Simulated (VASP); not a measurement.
I, 4 atoms in the cell. Symmetry: P6_3/mmc, No. 194, hexagonal system. The conventional cell has a = 5.444 Å, b = 5.444 Å, c = 8.495 Å, α = 90.00°, β = 90.00°, γ = 120.00°. I (site symmetry -6m2) has 5 I at 3.14 to 4.25 Å within 4.3 Å. Within 4.1 Å of I (site symmetry -6m2) lie 3 I at 3.14 Å. 

| Quantity | Value |
| --- | --- |
| Program | VASP 6.6.1 |
| Task | single point |
| Functional | PBEsol |
| Potentials or basis | VASP PAW PBE potentials, release 64 (I) |
| Cutoff | 520 eV |
| k mesh | 12 × 12 × 6 |
| Occupations | gaussian, width 0.1 eV |
| Spin | no spin polarisation |
| Dipole correction | no |
| Further INCAR settings | ALGO = Normal; EDIFF = 1e-07; NBANDS = 22 |

Potentials or basis: VASP PAW PBE potentials, release 64 (I).

Command:

```sh
$ cat potpaw_PBE.64/I/POTCAR > POTCAR
$ mpirun -np 1 vasp_std > vasp.out
```

Hardware: 1 thread of Intel(R) Xeon(R) Platinum 8259CL CPU @ 2.50GHz (Skylake/Cascade Lake), with other jobs on the host.

Q: Estimate the wall time of this run.

A: It took 3.9 min on 1 thread of Intel(R) Xeon(R) Platinum 8259CL CPU @ 2.50GHz (Skylake/Cascade Lake), on a shared host, peak memory 0.47 GiB. Counts: scf iterations 14, k points 76.
